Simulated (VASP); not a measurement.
# Rb (P6_3/mmc) in VASP: density of states with LDA

Aim: the density of states of Rb with LDA.

Everything below comes from runs of VASP 6.6.1. Logs are shortened: lines on timing, memory, paths and dates and some standing lists are left out, and cuts for length are marked.

### 1 The cell of the first run

Symmetry: P6_3/mmc, No. 194, hexagonal system. The conventional cell has a = 3.527 Å, b = 3.527 Å, c = 5.797 Å, α = 90.00°, β = 90.00°, γ = 120.00°. Within 4.6 Å of Rb (site symmetry -6m2) lie 12 Rb at 3.53 to 3.54 Å.

### 2 Density of states, LDA (volume scaled by 0.4)

The input, POSCAR:

```
Rb
1.0
    3.5269666751      0.0000000000      0.0000000000
   -1.7634833375      3.0544427389      0.0000000000
    0.0000000000      0.0000000000      5.7974051090
Rb
2
Direct
    0.3333333333      0.6666666667      0.2500000000
    0.6666666667      0.3333333333      0.7500000000
```

The input, INCAR.step1:

```
  PREC = Accurate
  ENCUT = 520
  EDIFF = 1E-7
  ISMEAR = -1
  SIGMA = 0.1
  LREAL = False
  LASPH = True
  NELM = 80
  ALGO = Normal
  ISIF = 2
  LWAVE = False
  LCHARG = True
  NBANDS = 16
```

The input, KPOINTS.step1:

```
Automatic mesh
0
Gamma
  9 9 5
```

The input, INCAR.step2:

```
  PREC = Accurate
  ENCUT = 520
  EDIFF = 1E-7
  ISMEAR = -5
  SIGMA = 0.1
  LREAL = False
  LASPH = True
  NELM = 80
  ALGO = Normal
  ISIF = 2
  LWAVE = False
  LCHARG = False
  LORBIT = 11
  NEDOS = 1001
  ICHARG = 11
```

The input, KPOINTS.step2:

```
Automatic mesh
0
Gamma
  14 14 8
```

Potentials or basis: VASP PAW LDA potentials, release 64 (Rb_sv).

Launch:

```
$ cat potpaw_LDA.64/Rb_sv/POTCAR > POTCAR
$ cp INCAR.step1 INCAR
$ cp KPOINTS.step1 KPOINTS
$ mpirun -np 1 vasp_std > vasp.out
$ cp INCAR.step2 INCAR
$ cp KPOINTS.step2 KPOINTS
$ mpirun -np 1 vasp_std > vasp.out
```

OUTCAR:

```text
PREC = Accurate
   ENCUT = 520
   EDIFF = 1E-7
   ISMEAR = -5
   LREAL = False
   LASPH = True
   NELM = 80
   ISIF = 2
   LORBIT = 11
   ICHARG = 11

 ion  position               nearest neighbor table
   1  0.333  0.667  0.250-   2 3.54   2 3.54   2 3.54   2 3.54   2 3.54   2 3.54   2 5.00   2 5.00
                             2 5.00   2 5.00   2 5.00   2 5.00
   2  0.667  0.333  0.750-   1 3.54   1 3.54   1 3.54   1 3.54   1 3.54   1 3.54   1 5.00   1 5.00
                             1 5.00   1 5.00   1 5.00   1 5.00

  LATTYP: Found a hexagonal cell.
 ALAT       =     3.5269666751
 C/A-ratio  =     1.6437368547

  Lattice vectors:

 A1 = (   3.5269666751,   0.0000000000,   0.0000000000)
 A2 = (  -1.7634833375,   3.0544427389,   0.0000000000)
 A3 = (   0.0000000000,   0.0000000000,   5.7974051090)

Analysis of symmetry for initial positions (statically):
=====================================================================
 Subroutine PRICEL returns:
 Original cell was already a primitive cell.

 Routine SETGRP: Setting up the symmetry group for a
 hexagonal supercell.

 Subroutine GETGRP returns: Found 24 space group operations
 (whereof 12 operations were pure point group operations)
 out of a pool of 24 trial point group operations.

The static configuration has the point symmetry D_3d.
 The point group associated with its full space group is D_6h.

Analysis of symmetry for dynamics (positions and initial velocities):
=====================================================================
 Subroutine PRICEL returns:
 Original cell was already a primitive cell.

 Routine SETGRP: Setting up the symmetry group for a
 hexagonal supercell.

 Subroutine GETGRP returns: Found 24 space group operations
 (whereof 12 operations were pure point group operations)
 out of a pool of 24 trial point group operations.

The dynamic configuration has the point symmetry D_3d.
 The point group associated with its full space group is D_6h.

 Subroutine INISYM returns: Found 24 space group operations
 (whereof 12 operations are pure point group operations),
 and found     1 'primitive' translations

----------------------------------------------------------------------------------------

                                     Primitive cell

  volume of cell :      62.4550

  direct lattice vectors                    reciprocal lattice vectors
     3.526966675  0.000000000  0.000000000     0.283529756  0.163695981  0.000000000
    -1.763483338  3.054442739  0.000000000     0.000000000  0.327391962  0.000000000
     0.000000000  0.000000000  5.797405109     0.000000000  0.000000000  0.172490965

  length of vectors
     3.526966675  3.526966675  5.797405109     0.327391962  0.327391962  0.172490965

  position of ions in fractional coordinates (direct lattice)
     0.333333333  0.666666667  0.250000000
     0.666666667  0.333333333  0.750000000

  ion indices of the primitive-cell ions
   primitive index   ion index
                 1           1
                 2           2

----------------------------------------------------------------------------------------

 KPOINTS: Automatic mesh

Automatic generation of k-mesh.
 Grid dimensions read from file:
 generate k-points for:   14   14    8

 Generating k-lattice:

  Cartesian coordinates                     Fractional coordinates (reciprocal lattice)
     0.020252125  0.011692570  0.000000000     0.071428571  0.000000000  0.000000000
     0.000000000  0.023385140  0.000000000     0.000000000  0.071428571  0.000000000
     0.000000000  0.000000000  0.021561371     0.000000000  0.000000000  0.125000000

  Length of vectors
     0.023385140  0.023385140  0.021561371

  Shift w.r.t. Gamma in fractional coordinates (k-lattice)
     0.000000000  0.000000000  0.000000000

 TETIRR: Found   1624 inequivalent tetrahedra from     9408

 Subroutine IBZKPT returns following result:
 ===========================================

 Found    120 irreducible k-points:

 Following reciprocal coordinates:
            Coordinates               Weight
  0.000000  0.000000  0.000000      1.000000
  0.071429  0.000000  0.000000      6.000000
  0.142857  0.000000  0.000000      6.000000
  0.214286  0.000000  0.000000      6.000000
  0.285714  0.000000  0.000000      6.000000
  0.357143  0.000000  0.000000      6.000000
[... 16 lines left out ...]
  0.285714  0.285714  0.000000      6.000000
  0.357143  0.285714  0.000000      6.000000
 [... further k-points ...]
   k-points           NKPTS =    120   k-points in BZ     NKDIM =    120   number of bands    NBANDS=     13
   number of dos      NEDOS =   1001   number of ions     NIONS =      2
   total plane-waves  NPLWV =  37632
   dimension x,y,z NGX =    28 NGY =   28 NGZ =   48
   dimension x,y,z NGXF=    56 NGYF=   56 NGZF=   96
   ions per type =               2
   NGX,Y,Z   is equivalent  to a cutoff of  13.20, 13.20, 13.76 a.u.
   NGXF,Y,Z  is equivalent  to a cutoff of  26.40, 26.40, 27.53 a.u.
 SYSTEM =  unknown system
   PREC   = accura    normal or accurate (medium, high low for compatibility)
   ISTART =      0    job   : 0-new  1-cont  2-samecut
   ICHARG =     11    charge: 1-file 2-atom 10-const
   ISPIN  =      1    spin polarized calculation?
   LNONCOLLINEAR =      F non collinear calculations
   LSORBIT =      F    spin-orbit coupling
   LASPH  =      T    aspherical Exc in radial PAW
   ENCUT  =  520.0 eV  38.22 Ry    6.18 a.u.   6.56  6.56 10.78*2*pi/ulx,y,z
   NELM   =     80;   NELMIN=  2; NELMDL=  0     # of ELM steps
   EDIFF  = 0.1E-06   stopping-criterion for ELM
   LREAL  =      F    real-space projection
   EDIFFG = 0.1E-05   stopping-criterion for IOM
   NSW    =      0    number of steps for IOM
   IBRION =     -1    ionic relax: 0-MD 1-quasi-New 2-CG
   NFREE  =      0    steps in history (QN), initial steepest desc. (CG)
   ISIF   =      2    stress and relaxation
   ISYM   =      2    0-nonsym 1-usesym 2-fastsym
   POTIM  = 0.5000    time-step for ionic-motion
   TEBEG  =    0.0;   TEEND  =   0.0 temperature during run
   PSTRESS=    0.0 pullay stress
   NELECT =      18.0000    total number of electrons
   NUPDOWN=      -1.0000    fix difference up-down
   EMIN   =  10.00;   EMAX   =-10.00  energy-range for DOS
   EFERMI =   0.00;   METHOD = LEGACY
   ISMEAR =    -5;   SIGMA  =   0.10  broadening in eV -4-tet -1-fermi 0-gaus
   EFERMI_NEDOS =   21; number of points for ismear=-14 and -15
   IALGO  =     38    algorithm
   IMIX   =      4    mixing-type and parameters
     AMIX     =   0.40;   BMIX     =  1.00
     AMIX_MAG =   1.60;   BMIX_MAG =  1.00
  volume/ion in A,a.u.               =      31.23       210.73
  Fermi-wavevector in a.u.,A,eV,Ry     =   1.081376  2.043504 15.910296  1.169374
  Thomas-Fermi vector in A             =   2.217391
   LORBIT       =     11    0 simple, 1 ext, 2 COOP (PROOUT), +10 PAW based schemes
   GGA     = CA    functional components
   LHFCALC =     F    Hartree Fock is set to
   AEXX    =    0.0000 exact exchange contribution
   IVDW    =     0    specifies the selected vdW correction
   LEPSILON=     F    determine dielectric tensor
   LRPA    =     F    only Hartree local field effects (RPA)
 non-spin polarized calculation
 Fermi weights with tetrahedron method with Bloechl corrections
  energy-cutoff  :      520.00
  volume of cell :       62.45
 maximum number of plane-waves:      1725
 NGX is ok and might be reduce to    28

 number of electron      18.0000000 magnetization

 Free energy of the ion-electron system (eV)
  ---------------------------------------------------
  ext. energy  EPLUGINS =         0.00000000
  ---------------------------------------------------
  free energy    TOTEN  =         0.01789223 eV

  energy without entropy =        0.01789223  energy(sigma->0) =        0.01789223

 E-fermi :   3.8310     XC(G=0):  -9.2133

 val. band max:        3.8800089675   @ k =   0.2143   0.2143   0.2500
 cond. band min:       3.7908732264   @ k =   0.4286   0.0000   0.1250
 fundamental gap:     -0.0891357411
 Fermi energy:         3.8310093710

 k-point     1 :       0.0000    0.0000    0.0000
  band No.  band energies     occupation
      1     -25.4982      2.00000
      2     -25.1720      2.00000
      3     -10.6910      2.00000
      4      -8.8220      2.00000
      5      -8.8220      2.00000
      6      -8.6012      2.00000
      7      -8.5862      2.00000
      8      -8.5862      2.00000
      9       0.8240      2.00000
     10       3.2838      2.00000
     11       7.2311      0.00000
     12       7.7477      0.00000
     13       7.7636      0.00000

 k-point     2 :       0.0714    0.0000    0.0000
  band No.  band energies     occupation
      1     -25.4841      2.00000
      2     -25.1646      2.00000
      3     -10.6581      2.00000
      4      -8.9167      2.00000
      5      -8.8498      2.00000
      6      -8.6860      2.00000
      7      -8.6119      2.00000
      8      -8.5962      2.00000
      9       0.9992      2.00000
     10       3.4561      2.14136
     11       7.0286      0.00000
     12       7.2206      0.00000
     13       7.9168      0.00000

 k-point     3 :       0.1429    0.0000    0.0000
  band No.  band energies     occupation
      1     -25.4437      2.00000
      2     -25.1443      2.00000
      3     -10.5622      2.00000
      4      -9.1770      2.00000
      5      -8.9470      2.00000
      6      -8.9235      2.00000
      7      -8.6454      2.00000
      8      -8.6269      2.00000
      9       1.4783      2.00000
     10       3.9068      0.42612
     11       6.4824      0.00000
     12       6.5721      0.00000
     13       7.8514      0.00000

 k-point     4 :       0.2143    0.0000    0.0000
  band No.  band energies     occupation
      1     -25.3830      2.00000
      2     -25.1163      2.00000
      3     -10.4114      2.00000
      4      -9.5392      2.00000
      5      -9.2860      2.00000
      6      -9.0225      2.00000
      7      -8.7049      2.00000
      8      -8.6756      2.00000
      9       2.1437      2.00000
     10       4.3720      0.00000
     11       5.7600      0.00000
     12       6.1185      0.00000
     13       7.3551      0.00000

 k-point     5 :       0.2857    0.0000    0.0000
  band No.  band energies     occupation
      1     -25.3114      2.00000
      2     -25.0879      2.00000
      3     -10.2202      2.00000
      4      -9.9201      2.00000
      5      -9.6262      2.00000
      6      -9.1254      2.00000
      7      -8.7932      2.00000
      8      -8.7329      2.00000
      9       2.8374      2.00000
     10       4.3892      0.00000
     11       5.0471      0.00000
     12       6.1319      0.00000
     13       7.2598      0.00000
[... 257 lines left out ...]
 k-point    22 :       0.3571    0.2143    0.0000
  band No.  band energies     occupation
      1     -25.1268      2.00000
      2     -25.0589      2.00000
      3     -10.3263      2.00000
      4      -9.9963      2.00000
      5      -9.6721      2.00000
      6      -9.6064      2.00000
      7      -9.2722      2.00000
      8      -9.1811      2.00000
      9       3.9560     -0.01678
     10       4.8138      0.00000
     11       4.9146      0.00000
     12       5.9848      0.00000
     13       6.8546      0.00000

 k-point    23 :       0.2857    0.2857    0.0000
  band No.  band energies     occupation
      1     -25.1208      2.00000
      2     -25.0598      2.00000
      3     -10.2344      2.00000
      4      -9.9884      2.00000
      5      -9.7191      2.00000
      6      -9.5835      2.00000
      7      -9.3942      2.00000
      8      -9.1976      2.00000
      9       3.9592      0.00000
     10       5.1555      0.00000
     11       5.2586      0.00000
     12       5.6581      0.00000
     13       6.7464      0.00000

 k-point    24 :       0.3571    0.2857    0.0000
  band No.  band energies     occupation
      1     -25.0964      2.00000
      2     -25.0698      2.00000
      3     -10.2265      2.00000
      4      -9.9020      2.00000
      5      -9.8617      2.00000
      6      -9.4759      2.00000
      7      -9.4660      2.00000
      8      -9.2991      2.00000
      9       3.8929      0.00000
     10       5.3016      0.00000
     11       5.3753      0.00000
     12       5.7308      0.00000
     13       6.8358      0.00000

 [... further k-points ...]

------------------------ aborting loop because EDIFF is reached ----------------------------------------

  FORCE on cell =-STRESS in cart. coord.  units (eV):
  Direction    XX          YY          ZZ          XY          YZ          ZX
  --------------------------------------------------------------------------------------
  -------------------------------------------------------------------------------------
  Total        5.2543204      5.2543204      5.2320344      0.0000000      0.0000000     -0.0000000
  in kB      134.7907653    134.7907653    134.2190565      0.0000000      0.0000000     -0.0000000
  external PRESSURE =     134.6001957 kB  Pullay stress =       0.0000000 kB

 VOLUME and BASIS-vectors are now :
 -----------------------------------------------------------------------------
  energy-cutoff  :      520.00
  volume of cell :       62.45
      direct lattice vectors                 reciprocal lattice vectors
     3.526966675  0.000000000  0.000000000     0.283529756  0.163695981  0.000000000
    -1.763483338  3.054442739  0.000000000     0.000000000  0.327391962  0.000000000
     0.000000000  0.000000000  5.797405109     0.000000000  0.000000000  0.172490965

 POSITION                                       TOTAL-FORCE (eV/Angst)
 -----------------------------------------------------------------------------------
     -0.00000      2.03630      1.44935         0.000000     -0.000000      0.000000
      1.76348      1.01815      4.34805        -0.000000      0.000000     -0.000000
 -----------------------------------------------------------------------------------
    total drift:                               -0.000000      0.000000     -0.000000

  FREE ENERGIE OF THE ION-ELECTRON SYSTEM (eV)
  ---------------------------------------------------
  free  energy   TOTEN  =         0.0178922304 eV

  energy  without entropy=        0.0178922304  energy(sigma->0) =        0.01789223

 total charge

# of ion       s       p       d       tot
------------------------------------------
    1        2.015   5.238   0.108   7.361
    2        2.015   5.238   0.108   7.361
--------------------------------------------------
tot          4.031  10.475   0.216  14.722
```

It took 34 s on 1 thread of Intel Xeon 6975P-C (Granite Rapids), shared host; peak memory 0.2 GiB.

What came out:

- Valence electrons inside the program's atomic spheres: Rb 7.36

Caveat: tetrahedron occupations give inexact forces and stress in metals.
